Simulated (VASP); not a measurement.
Input of a VASP 6.6.1 run:

File POSCAR:

```
C
1.0
    0.0000000000      1.7566490000      1.8369020000
    1.7566490000      0.0000000000      1.8369020000
    1.7566490000      1.7566490000      0.0000000000
C
2
Direct
    0.5000000000      0.5000000000      0.5000000000
    0.7500000000      0.7500000000      0.7500000000
```

File INCAR.step1:

```
PREC     = Accurate       # precision mode
ENCUT    = 520            # plane-wave cutoff, eV
ISMEAR   = 0              # smearing method
SIGMA    = 0.05           # smearing width, eV
LREAL    = False          # projectors in reciprocal space
LASPH    = True           # aspherical terms in the spheres
NELM     = 80             # most SCF steps
NBANDS   = 11             # bands
GGA      = PE             # functional
ALGO     = Normal         # electronic algorithm
EDIFF    = 1E-4           # SCF threshold, eV
LWAVE    = True           # write WAVECAR
LCHARG   = False          # write CHGCAR
```

The input INCAR.step2:

```
PREC     = Accurate       # precision mode
ENCUT    = 520            # plane-wave cutoff, eV
EDIFF    = 1E-6           # SCF threshold, eV
ISMEAR   = 0              # smearing method
SIGMA    = 0.05           # smearing width, eV
LREAL    = False          # projectors in reciprocal space
LASPH    = True           # aspherical terms in the spheres
NELM     = 80             # most SCF steps
ALGO     = Normal         # electronic algorithm
ISIF     = 2              # what is computed and relaxed
LWAVE    = False          # write WAVECAR
LCHARG   = False          # write CHGCAR
METAGGA  = R2SCAN         # meta-GGA
LMIXTAU  = True         
NBANDS   = 11             # bands
ISTART   = 1
```

KPOINTS

```
Automatic mesh
0
Gamma
  12 12 12
```

Potentials or basis: VASP PAW PBE potentials, release 64 (C).

Command:

```console
$ cat potpaw_PBE.64/C/POTCAR > POTCAR
$ cp INCAR.step1 INCAR
$ mpirun -np 1 vasp_std > vasp.out
$ cp INCAR.step2 INCAR
$ mpirun -np 1 vasp_std > vasp.out
```

(1) What does it give for the band gap on the k mesh?

(2) What does it give for the pressure?

Answers

(1) 3.75 eV (least direct gap 5.41 eV).

(2) -1.0 GPa.

Caveat: the cell differs from its parent crystal (strain -0.015 along x and y, +0.030 along z); the PAW data sets were made with another functional, which shifts forces and pressure a little.
